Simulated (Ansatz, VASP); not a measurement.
# One calculation of ZnSe, two programs

Contents of POSCAR:

```
ZnSe
1.0
    0.0000000000      2.8338000000      2.8338000000
    2.8338000000      0.0000000000      2.8338000000
    2.8338000000      2.8338000000      0.0000000000
Se Zn
1 1
Direct
    0.7500000000      0.7500000000      0.7500000000
    0.0000000000      0.0000000000      0.0000000000
```

File INCAR.step1:

```
SYSTEM = ZnSe
PREC     = Accurate       ! precision mode
ENCUT    = 520            ! plane-wave cutoff, eV
EDIFF    = 1E-5           ! SCF threshold, eV
ISMEAR   = -1             ! smearing method
SIGMA    = 0.05           ! smearing width, eV
LREAL    = .FALSE.        ! projectors in reciprocal space
LASPH    = .TRUE.         ! aspherical terms in the spheres
NELM     = 60             ! most SCF steps
ALGO     = Normal         ! electronic algorithm
ISIF     = 2              ! what is computed and relaxed
LWAVE    = .TRUE.         ! write WAVECAR
GGA      = PE             ! functional
NBANDS   = 16             ! bands
```

Contents of INCAR.step2:

```
SYSTEM = ZnSe
PREC     = Accurate       ! precision mode
ENCUT    = 520            ! plane-wave cutoff, eV
EDIFF    = 1E-7           ! SCF threshold, eV
ISMEAR   = -1             ! smearing method
SIGMA    = 0.05           ! smearing width, eV
LREAL    = .FALSE.        ! projectors in reciprocal space
LASPH    = .TRUE.         ! aspherical terms in the spheres
NELM     = 60             ! most SCF steps
ALGO     = Normal         ! electronic algorithm
ISIF     = 2              ! what is computed and relaxed
LWAVE    = .FALSE.        ! write WAVECAR
LCHARG   = .TRUE.         ! write CHGCAR
GGA      = PE             ! functional
LHFCALC  = .TRUE.         ! exact exchange
AEXX     = 0.25           ! exact-exchange fraction
HFSCREEN = 0.1            ! screening, 1/A
PRECFOCK = Normal       
LELF     = .TRUE.         ! ELF
LVHAR    = .TRUE.       
ISTART   = 1            
NBANDS   = 16             ! bands
```

Contents of KPOINTS:

```
Automatic mesh
0
G
  4 4 4
  0 0 0
```

input.yaml

```yaml
crystal:
  lattice:
    - [0.0, 2.8338, 2.8338]
    - [2.8338, 0.0, 2.8338]
    - [2.8338, 2.8338, 0.0]
  atoms:
    - { symbol: Se, position: [0.75, 0.75, 0.75] }
    - { symbol: Zn, position: [0.0, 0.0, 0.0] }
hamiltonian:
  xc: { exchange: pbe, correlation: pbe, exx: { coeff: 0.25, omega: 0.1 } }
  pseudopotentials: { kind: paw }
kpoints:
  mp_grid: { grid: [4, 4, 4] }
scf:
  occupations: { method: fermi_dirac, width: 0.05 }
output:
  forces: true
  stress: true
  eigenvalues: true
```

Alike in both runs: task single point; functional PBE-based screened hybrid; k mesh 4 × 4 × 4; occupations fermi-dirac, width 0.05 eV; no spin polarisation.

```csv
,VASP,Ansatz
version,VASP 6.6.1,Ansatz 0.2.0
potentials or method,"VASP PAW PBE potentials, release 64 (Se, Zn)",Ansatz PAW
plane-wave cutoff (eV),520,420
valence electrons in the cell,18,28
```

Ansatz gave:

```
gap on the k mesh at the Fermi level (eV) : 2.75
least direct gap on the mesh (eV)         : 2.75
pressure (GPa)                            : 1.3
```

Which values does VASP return?

gap on the k mesh at the Fermi level (eV): 2.76; least direct gap on the mesh (eV): 2.76; pressure (GPa): 1.2.

VASP's potentials were made for PBE, not for PBE-based screened hybrid. The functional is the same, so the differences come from potentials, cutoffs and numerics. VASP's potentials hold 18 valence electrons a cell and Ansatz's 28, so a difference there can come from the potentials and not from the codes.

The k mesh is coarse, so the values compare programs but aren't converged.
